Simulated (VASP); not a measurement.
A run of VASP 6.6.1 is set up as follows.

Contents of INCAR:

```
PREC = Accurate
ENCUT = 600
EDIFF = 1E-6
ISMEAR = -1
SIGMA = 0.08
LREAL = F
LASPH = T
NELM = 60
ALGO = Normal
ISIF = 3
LWAVE = F
LCHARG = F
GGA = CA
IBRION = 2
NSW = 32
EDIFFG = -0.005
PSTRESS = 610.0
```

Contents of KPOINTS:

```
regular mesh
0
Gamma
  17 17 17
```

File POSCAR:

```
Ge
1.0
   -2.2771181739      2.2771181739      1.2342468195
    2.2771181739     -2.2771181739      1.2342468195
    2.2771181739      2.2771181739     -1.2342468195
Ge
2
Direct
   -0.3750000000     -0.1250000000     -0.2500000000
    0.3750000000      0.1250000000      0.2500000000
```

Potentials or basis: VASP PAW LDA potentials, release 64 (Ge_d).

Run with:

```sh
$ cat potpaw_LDA.64/Ge_d/POTCAR > POTCAR
$ mpirun -np 1 vasp_std > vasp.out
```

(1) Predict the relaxed cell.

(2) Predict the relaxed volume.

## Answers

(1) a = 3.452 Å, b = 3.452 Å, c = 3.452 Å, α = 97.36°, β = 97.36°, γ = 138.06°.

(2) 12.83 Å³/atom.

Caveat: the cell is relaxed towards a set pressure, so the run minimises the enthalpy, not the energy.
